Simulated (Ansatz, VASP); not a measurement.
CoSi2: VASP beside Ansatz

```
CELL_PARAMETERS angstrom
0.00000 2.75029 2.75029
2.67994 0.07035 2.67994
2.67994 2.67994 0.07035
ATOMIC_POSITIONS crystal
Co 0.00000 0.00000 0.00000
Si 0.25000 0.25000 0.25000
Si 0.75000 0.75000 0.75000
```

Change from the starting cell: strain +0.0525 x Voigt [0, 0, 0, 1, 0, 0], atoms carried along.

Alike in both runs: task single point; functional PBE; k mesh 16 × 16 × 16; occupations gaussian, width 0.15 eV; no spin polarisation.

|  | VASP | Ansatz |
| --- | --- | --- |
| version | VASP 6.6.1 | Ansatz 0.2.0 |
| potentials or method | VASP PAW PBE potentials, release 64 (Co, Si), cutoff 520 eV | scalar-relativistic, plane waves, PAW |
| valence electrons in the cell | 17 | 25 |

|  | VASP | Ansatz | Ansatz less VASP |
| --- | --- | --- | --- |
| gap on the k mesh at the Fermi level (eV) | none | none | - |
| pressure (GPa) | 0.3 | 0.5 | +0.25 |
| traceless stress, the component that is largest in VASP (GPa) | -7.80 | -7.81 | -0.013 |
| rms of the force components (eV/Å) | 0.226 | 0.225 | -0.0003 |

Atom by atom the forces differ by 0.000 eV/Å (rms over components). A gap of «none» marks a metal or a gap that the smearing closes. VASP's potentials hold 17 valence electrons a cell and Ansatz's 25, so a difference there can come from the potentials and not from the codes.
